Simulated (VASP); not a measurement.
Input of a VASP 6.6.1 run:

Contents of INCAR:

```
PREC     = Accurate       # precision mode
ENCUT    = 520            # plane-wave cutoff, eV
EDIFF    = 1E-7           # SCF threshold, eV
ISMEAR   = 0              # smearing method
SIGMA    = 0.05           # smearing width, eV
LREAL    = F              # projectors in reciprocal space
LASPH    = T              # aspherical terms in the spheres
NELM     = 60             # most SCF steps
ALGO     = Normal         # electronic algorithm
ISIF     = 2              # what is computed and relaxed
LWAVE    = F              # write WAVECAR
LCHARG   = F              # write CHGCAR
GGA      = PE             # functional
NBANDS   = 15             # bands
```

KPOINTS

```
Automatic mesh
0
Gamma
  6 6 6
```

File POSCAR:

```
KI
1.0
    4.2268287101      0.0000000000      0.0000000000
    0.0000000000      4.2268287101      0.0000000000
    0.0000000000      0.0000000000      4.1624607602
K I
1 1
Direct
    0.0000000000      0.0000000000      0.0000000000
    0.5000000000      0.5000000000      0.5000000000
```

Potentials or basis: VASP PAW PBE potentials, release 64 (K_sv, I).

Run with:

```console
$ cat potpaw_PBE.64/K_sv/POTCAR potpaw_PBE.64/I/POTCAR > POTCAR
$ mpirun -np 1 vasp_std > vasp.out
```

**Question.** What does it give for the pressure?

**Answer.** 1.5 GPa.

**Question.** Estimate the band gap on the k mesh.

**Answer.** 3.43 eV (least direct gap 3.77 eV).

Stress tensor (GPa, compression positive):
```
1.37 0.00 0.00
0.00 1.37 0.00
0.00 0.00 1.89
```

Caveat: the cell differs from its parent crystal (strain -0.015 along x and y, -0.030 along z); spin-orbit coupling is left out, which moves the levels of the heavy elements. A k mesh can miss the band edges.
